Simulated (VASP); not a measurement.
## Ni2O3: single point with PBE

Crystal: Ni2O3.

```
Ni O
1.0
     4.57874    0.00000    0.00000
     0.00000    4.57874    0.00000
     0.00000    0.00000    4.57874
Ni O
4 6
Cartesian
  1.1447 1.1447 1.1447
  3.4341 3.4341 1.1447
  3.4341 1.1447 3.4341
  1.1447 3.4341 3.4341
  2.2894 0.0000 0.0000
  0.0000 2.2894 0.0000
  0.0000 0.0000 2.2894
  2.2894 2.2894 0.0000
  2.2894 0.0000 2.2894
  0.0000 2.2894 2.2894
```

```
Program             : VASP 6.6.1
Task                : single point
Functional          : PBE
Potentials or basis : VASP PAW PBE potentials, release 64 (Ni, O)
Cutoff              : 520 eV
k mesh              : 8 × 8 × 8
Occupations         : fermi-dirac, width 0.0612256 eV
Spin                : no spin polarisation
```

| Quantity | Value |
| --- | --- |
| Pressure | 0.4 GPa |
| Band gap on the k mesh | zero (band 38 reaches 5.97 eV, above the bottom of band 39 at 5.20 eV) |

Levels at points of the mesh, in eV from the Fermi level:
```csv
k point,band 36,band 37,band 38,band 39,band 40,band 41
"(0.00, 0.00, 0.00)",-0.79,-0.79,-0.79,1.13,1.13,1.13
"(0.50, 0.00, 0.00)",-1.01,-0.45,-0.45,0.35,0.35,0.76
"(0.50, 0.50, 0.00)",-1.18,-0.08,-0.08,0.06,0.06,0.63
"(0.50, 0.50, 0.50)",-1.19,-0.67,-0.67,-0.67,0.97,0.97
```

It took 3.2 min on 1 thread of Intel(R) Xeon(R) Platinum 8488C (Sapphire Rapids), on a shared host, peak memory 0.27 GiB.

Caveat: the run has no spin polarisation, though such a crystal can be magnetic; semilocal functionals often make such compounds metallic where correlation or magnetic order opens a gap, which also shifts bond lengths. With open d or f shells a metallic result of PBE can be an artefact of self-interaction; +U or a hybrid may open a gap.
